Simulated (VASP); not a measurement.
# KF (I4/mmm) in VASP: a series of runs

The runs below take KF through single point, with PBE.

Everything below comes from runs of VASP 6.6.1. Logs are shortened: lines on timing, memory, paths and dates and some standing lists are left out, and cuts for length are marked.

### Step 1. The cell of the first run

It takes space group I4/mmm (No. 139, tetragonal). The conventional cell has a = 3.781 Å, b = 3.781 Å, c = 5.080 Å, α = 90.00°, β = 90.00°, γ = 90.00°. Within 3.4 Å of K (site symmetry 4/mmm) lie 6 F at 2.54 to 2.67 Å. Within 3.4 Å of F (site symmetry 4/mmm) lie 6 K at 2.54 to 2.67 Å.

### Step 2. Single point, PBE (strain +0.000 along x and y, -0.050 along z)

Contents of INCAR:

```
PREC = Accurate
ENCUT = 520
EDIFF = 1E-6
ISMEAR = 0
SIGMA = 0.05
LREAL = F
LASPH = T
NELM = 80
ALGO = Normal
ISIF = 2
LWAVE = F
LCHARG = T
GGA = PE
LELF = T
LVHAR = T
NBANDS = 15
```

Contents of KPOINTS:

```
Automatic mesh
0
Gamma
  8 8 8
```

Contents of POSCAR:

```
KF
1.0
    0.0000000000      2.6735000000      2.5398250000
    2.6735000000      0.0000000000      2.5398250000
    2.6735000000      2.6735000000      0.0000000000
K F
1 1
Direct
    0.0000000000      0.0000000000      0.0000000000
    0.5000000000      0.5000000000      0.5000000000
```

Potentials or basis: VASP PAW PBE potentials, release 64 (K_sv, F).

The run is started by

```bash
cat potpaw_PBE.64/K_sv/POTCAR potpaw_PBE.64/F/POTCAR > POTCAR
mpirun -np 1 vasp_std > vasp.out
```

OUTCAR:

```text
PREC = Accurate
   ENCUT = 520
   EDIFF = 1E-6
   ISMEAR = 0
   LREAL = F
   LASPH = T
   NELM = 80
   ISIF = 2
   GGA = PE

 ion  position               nearest neighbor table
   1  0.000  0.000  0.000-   2 2.54   2 2.54   2 2.67   2 2.67   2 2.67   2 2.67
   2  0.500  0.500  0.500-   1 2.54   1 2.54   1 2.67   1 2.67   1 2.67   1 2.67

  LATTYP: Found a body centered tetragonal cell.
 ALAT       =     3.7808999590
 C/A-ratio  =     1.3435028843

  Lattice vectors:

 A1 = (   0.0000000000,  -2.6735000000,  -2.5398250000)
 A2 = (   0.0000000000,   2.6735000000,  -2.5398250000)
 A3 = (   2.6735000000,   0.0000000000,   2.5398250000)

Analysis of symmetry for initial positions (statically):
=====================================================================
 Subroutine PRICEL returns:
 Original cell was already a primitive cell.

 Routine SETGRP: Setting up the symmetry group for a
 body centered tetragonal supercell.

 Subroutine GETGRP returns: Found 16 space group operations
 (whereof 16 operations were pure point group operations)
 out of a pool of 16 trial point group operations.

The static configuration has the point symmetry D_4h.

Analysis of symmetry for dynamics (positions and initial velocities):
=====================================================================
 Subroutine PRICEL returns:
 Original cell was already a primitive cell.

 Routine SETGRP: Setting up the symmetry group for a
 body centered tetragonal supercell.

 Subroutine GETGRP returns: Found 16 space group operations
 (whereof 16 operations were pure point group operations)
 out of a pool of 16 trial point group operations.

The dynamic configuration has the point symmetry D_4h.

 Subroutine INISYM returns: Found 16 space group operations
 (whereof 16 operations are pure point group operations),
 and found     1 'primitive' translations

----------------------------------------------------------------------------------------

                                     Primitive cell

  volume of cell :      36.3073

  direct lattice vectors                    reciprocal lattice vectors
     0.000000000  2.673500000  2.539825000    -0.187020759  0.187020759  0.196863957
     2.673500000  0.000000000  2.539825000     0.187020759 -0.187020759  0.196863957
     2.673500000  2.673500000  0.000000000     0.187020759  0.187020759 -0.196863957

  length of vectors
     3.687589088  3.687589088  3.780899959     0.329710398  0.329710398  0.329710398

  position of ions in fractional coordinates (direct lattice)
     0.000000000  0.000000000  0.000000000
     0.500000000  0.500000000  0.500000000

  ion indices of the primitive-cell ions
   primitive index   ion index
                 1           1
                 2           2

----------------------------------------------------------------------------------------

 KPOINTS: Automatic mesh

Automatic generation of k-mesh.
 Grid dimensions read from file:
 generate k-points for:    8    8    8

 Generating k-lattice:

  Cartesian coordinates                     Fractional coordinates (reciprocal lattice)
    -0.023377595  0.023377595  0.024607995     0.125000000  0.000000000  0.000000000
     0.023377595 -0.023377595  0.024607995     0.000000000  0.125000000  0.000000000
     0.023377595  0.023377595 -0.024607995     0.000000000  0.000000000  0.125000000

  Length of vectors
     0.041213800  0.041213800  0.041213800

  Shift w.r.t. Gamma in fractional coordinates (k-lattice)
     0.000000000  0.000000000  0.000000000

 Subroutine IBZKPT returns following result:
 ===========================================

 Found     59 irreducible k-points:

 Following reciprocal coordinates:
            Coordinates               Weight
  0.000000  0.000000  0.000000      1.000000
  0.125000  0.000000  0.000000      8.000000
  0.250000  0.000000  0.000000      8.000000
  0.375000  0.000000  0.000000      8.000000
  0.500000  0.000000  0.000000      4.000000
  0.125000  0.125000  0.000000      2.000000
[... 16 lines left out ...]
  0.250000 -0.000000  0.125000     16.000000
  0.375000  0.000000  0.125000     16.000000
 [... further k-points ...]
   k-points           NKPTS =     59   k-points in BZ     NKDIM =     59   number of bands    NBANDS=     15
   number of dos      NEDOS =    301   number of ions     NIONS =      2
   total plane-waves  NPLWV =  21952
   dimension x,y,z NGX =    28 NGY =   28 NGZ =   28
   dimension x,y,z NGXF=    56 NGYF=   56 NGZF=   56
   ions per type =               1   1
   NGX,Y,Z   is equivalent  to a cutoff of  12.62, 12.62, 12.31 a.u.
   NGXF,Y,Z  is equivalent  to a cutoff of  25.25, 25.25, 24.62 a.u.
 SYSTEM =  unknown system
   PREC   = accura    normal or accurate (medium, high low for compatibility)
   ISTART =      0    job   : 0-new  1-cont  2-samecut
   ICHARG =      2    charge: 1-file 2-atom 10-const
   ISPIN  =      1    spin polarized calculation?
   LNONCOLLINEAR =      F non collinear calculations
   LSORBIT =      F    spin-orbit coupling
   LASPH  =      T    aspherical Exc in radial PAW
   ENCUT  =  520.0 eV  38.22 Ry    6.18 a.u.   6.86  6.86  7.03*2*pi/ulx,y,z
   NELM   =     80;   NELMIN=  2; NELMDL= -5     # of ELM steps
   EDIFF  = 0.1E-05   stopping-criterion for ELM
   LREAL  =      F    real-space projection
   EDIFFG = 0.1E-04   stopping-criterion for IOM
   NSW    =      0    number of steps for IOM
   IBRION =     -1    ionic relax: 0-MD 1-quasi-New 2-CG
   NFREE  =      0    steps in history (QN), initial steepest desc. (CG)
   ISIF   =      2    stress and relaxation
   ISYM   =      2    0-nonsym 1-usesym 2-fastsym
   POTIM  = 0.5000    time-step for ionic-motion
   TEBEG  =    0.0;   TEEND  =   0.0 temperature during run
   PSTRESS=    0.0 pullay stress
   NELECT =      16.0000    total number of electrons
   NUPDOWN=      -1.0000    fix difference up-down
   EMIN   =  10.00;   EMAX   =-10.00  energy-range for DOS
   EFERMI =   0.00;   METHOD = LEGACY
   ISMEAR =     0;   SIGMA  =   0.05  broadening in eV -4-tet -1-fermi 0-gaus
   EFERMI_NEDOS =   21; number of points for ismear=-14 and -15
   IALGO  =     38    algorithm
   IMIX   =      4    mixing-type and parameters
     AMIX     =   0.40;   BMIX     =  1.00
     AMIX_MAG =   1.60;   BMIX_MAG =  1.00
  volume/ion in A,a.u.               =      18.15       122.51
  Fermi-wavevector in a.u.,A,eV,Ry     =   1.245805  2.354230 21.116655  1.552030
  Thomas-Fermi vector in A             =   2.380011
   LORBIT       =      0    0 simple, 1 ext, 2 COOP (PROOUT), +10 PAW based schemes
   GGA     = PE    functional components
   LHFCALC =     F    Hartree Fock is set to
   AEXX    =    0.0000 exact exchange contribution
   IVDW    =     0    specifies the selected vdW correction
   LEPSILON=     F    determine dielectric tensor
   LRPA    =     F    only Hartree local field effects (RPA)
 non-spin polarized calculation
 Gauss-broadening in eV      SIGMA  =   0.05
  energy-cutoff  :      520.00
  volume of cell :       36.31
 maximum number of plane-waves:       998
   NGX = 13   NGY = 13   NGZ = 13

 number of electron      16.0000010 magnetization

 Free energy of the ion-electron system (eV)
  ---------------------------------------------------
  ext. energy  EPLUGINS =         0.00000000
  ---------------------------------------------------
  free energy    TOTEN  =        -8.24408691 eV

  energy without entropy =       -8.24408691  energy(sigma->0) =       -8.24408691

 E-fermi :  -2.3890     XC(G=0):  -8.6271

 val. band max:       -2.5931939218   @ k =   0.0000   0.0000   0.0000
 cond. band min:       3.7488279049   @ k =   0.0000   0.0000   0.0000
 fundamental gap:      6.3420218267
 Fermi energy:        -2.3890357410

 k-point     1 :       0.0000    0.0000    0.0000
  band No.  band energies     occupation
      1     -28.6631      2.00000
      2     -21.3518      2.00000
      3     -11.8773      2.00000
      4     -11.8752      2.00000
      5     -11.8752      2.00000
      6      -2.6986      2.00000
      7      -2.6986      2.00000
      8      -2.5932      2.00000
      9       3.7488      0.00000
     10       8.0635      0.00000
     11       8.0635      0.00000
     12       8.3651      0.00000
     13       9.6289      0.00000
     14      10.1881      0.00000
     15      14.6248      0.00000

 k-point     2 :       0.1250    0.0000    0.0000
  band No.  band energies     occupation
      1     -28.6457      2.00000
      2     -21.3697      2.00000
      3     -11.9205      2.00000
      4     -11.8856      2.00000
      5     -11.8760      2.00000
      6      -2.8254      2.00000
      7      -2.7532      2.00000
      8      -2.6844      2.00000
      9       4.1986      0.00000
     10       7.8980      0.00000
     11       8.2896      0.00000
     12       8.4946      0.00000
     13       9.7918      0.00000
     14      10.3491      0.00000
     15      15.4085      0.00000

 k-point     3 :       0.2500    0.0000    0.0000
  band No.  band energies     occupation
      1     -28.6030      2.00000
      2     -21.4131      2.00000
      3     -12.0276      2.00000
      4     -11.9107      2.00000
      5     -11.8736      2.00000
      6      -3.1350      2.00000
      7      -2.8817      2.00000
      8      -2.8532      2.00000
      9       5.3077      0.00000
     10       7.5914      0.00000
     11       8.8352      0.00000
     12       9.0274      0.00000
     13      10.3110      0.00000
     14      10.8141      0.00000
     15      16.4629      0.00000
[... 343 lines left out ...]
 k-point    23 :       0.2500   -0.0000    0.1250
  band No.  band energies     occupation
      1     -28.6093      2.00000
      2     -21.3941      2.00000
      3     -12.0113      2.00000
      4     -11.9356      2.00000
      5     -11.9246      2.00000
      6      -3.1291      2.00000
      7      -2.7959      2.00000
      8      -2.7024      2.00000
      9       5.1701      0.00000
     10       7.2006      0.00000
     11       8.9870      0.00000
     12       9.2077      0.00000
     13      10.1279      0.00000
     14      10.6085      0.00000
     15      16.7514      0.00000

 k-point    24 :       0.3750    0.0000    0.1250
  band No.  band energies     occupation
      1     -28.5668      2.00000
      2     -21.4327      2.00000
      3     -12.1293      2.00000
      4     -11.9648      2.00000
      5     -11.9350      2.00000
      6      -3.2894      2.00000
      7      -2.9512      2.00000
      8      -2.8725      2.00000
      9       6.2730      0.00000
     10       7.2824      0.00000
     11       9.3204      0.00000
     12       9.7162      0.00000
     13      10.8981      0.00000
     14      11.3037      0.00000
     15      15.3251      0.00000

 [... further k-points ...]
[... 5 lines left out ...]
  --------------------------------------------------------------------------------------
  -------------------------------------------------------------------------------------
  Total        0.5144275      0.5144275      1.5038174      0.0000000      0.0000000     -0.0000000
  in kB       22.7007695     22.7007695     66.3607871      0.0000000      0.0000000     -0.0000000
  external PRESSURE =      37.2541087 kB  Pullay stress =       0.0000000 kB

 VOLUME and BASIS-vectors are now :
 -----------------------------------------------------------------------------
  energy-cutoff  :      520.00
  volume of cell :       36.31
      direct lattice vectors                 reciprocal lattice vectors
     0.000000000  2.673500000  2.539825000    -0.187020759  0.187020759  0.196863957
     2.673500000  0.000000000  2.539825000     0.187020759 -0.187020759  0.196863957
     2.673500000  2.673500000  0.000000000     0.187020759  0.187020759 -0.196863957

 POSITION                                       TOTAL-FORCE (eV/Angst)
 -----------------------------------------------------------------------------------
      0.00000      0.00000      0.00000        -0.000000     -0.000000      0.000000
      2.67350      2.67350      2.53982         0.000000      0.000000      0.000000
 -----------------------------------------------------------------------------------
    total drift:                                0.000000      0.000000      0.000000

  FREE ENERGIE OF THE ION-ELECTRON SYSTEM (eV)
  ---------------------------------------------------
  free  energy   TOTEN  =        -8.2440869079 eV

  energy  without entropy=       -8.2440869079  energy(sigma->0) =       -8.24408691
```

It took 54 s on 1 thread of Intel Xeon 8259CL, shared host; peak memory 0.17 GiB.

What came out:

- Free energy: -8.2441 eV
- Pressure: 3.7 GPa
- Band gap on the k mesh: 6.34 eV

Stress tensor (GPa, compression positive):
```
2.27 0.00 0.00
0.00 2.27 0.00
0.00 0.00 6.64
```

Levels at points of the mesh, in eV from the valence-band top:
```csv
k point,band 4,band 5,band 6,band 7,band 8,band 9,band 10,band 11,band 12,band 13
"(0.00, 0.00, 0.00)",-9.28,-9.28,-0.11,-0.11,0.00,6.34,10.66,10.66,10.96,12.22
"(0.50, 0.00, 0.00)",-9.35,-9.28,-0.93,-0.48,-0.46,9.19,10.90,12.08,12.42,14.53
"(0.50, 0.50, 0.00)",-9.57,-9.57,-0.16,-0.16,-0.14,8.04,10.56,12.46,13.80,14.47
"(0.50, 0.00, 0.50)",-9.54,-9.48,-0.31,-0.15,-0.03,8.24,10.50,11.98,13.82,14.25
```

Caveat: the cell differs from its parent crystal (strain +0.000 along x and y, -0.050 along z); the cell stands under pressure.

### Step 3. Single point, PBE (strain -0.025 along x and y, +0.050 along z)

Contents of INCAR:

```
SYSTEM = KF
  PREC = Accurate
  ENCUT = 520
  EDIFF = 1E-6
  ISMEAR = 0
  SIGMA = 0.05
  LREAL = .False.
  LASPH = .True.
  NELM = 60
  ALGO = Normal
  ISIF = 2
  LWAVE = .False.
  LCHARG = .True.
  GGA = PE
  LELF = .True.
  LVHAR = .True.
  NBANDS = 15
```

Contents of KPOINTS:

```
regular mesh
0
Gamma
  8 8 8
  0 0 0
```

Contents of POSCAR:

```
KF
1.0
    0.0000000000      2.6066625000      2.8071750000
    2.6066625000      0.0000000000      2.8071750000
    2.6066625000      2.6066625000      0.0000000000
K F
1 1
Direct
    0.0000000000      0.0000000000      0.0000000000
    0.5000000000      0.5000000000      0.5000000000
```

Potentials or basis: VASP PAW PBE potentials, release 64 (K_sv, F).

The run is started by

```bash
cat potpaw_PBE.64/K_sv/POTCAR potpaw_PBE.64/F/POTCAR > POTCAR
mpirun -np 1 vasp_std > vasp.out
```

Wall time 48 s (1 thread of Intel Xeon 8259CL, shared host); peak memory 0.18 GiB.

The run converged. Its results:

```
Free energy            : -8.2661 eV
Pressure               : 1.9 GPa
Band gap on the k mesh : 6.10 eV
```

Stress tensor (GPa, compression positive):
```
 3.21  0.00  0.00
 0.00  3.21  0.00
 0.00  0.00 -0.75
```

Levels at points of the mesh, in eV from the valence-band top:
| k point | band 6 | band 7 | band 8 | band 9 | band 10 | band 11 |
| --- | --- | --- | --- | --- | --- | --- |
| (0.00, 0.00, 0.00) | -0.10 | 0.00 | 0.00 | 6.10 | 10.39 | 10.82 |
| (0.50, 0.00, 0.00) | -0.83 | -0.40 | -0.38 | 9.01 | 10.55 | 11.86 |
| (0.50, 0.50, 0.00) | -0.35 | -0.05 | -0.05 | 8.35 | 10.29 | 11.30 |
| (0.50, 0.00, 0.50) | -0.18 | -0.16 | -0.05 | 8.11 | 10.29 | 12.00 |

Caveat: the cell differs from its parent crystal (strain -0.025 along x and y, +0.050 along z). A k mesh can miss the band edges.

(Continued in part 2 of 2.)
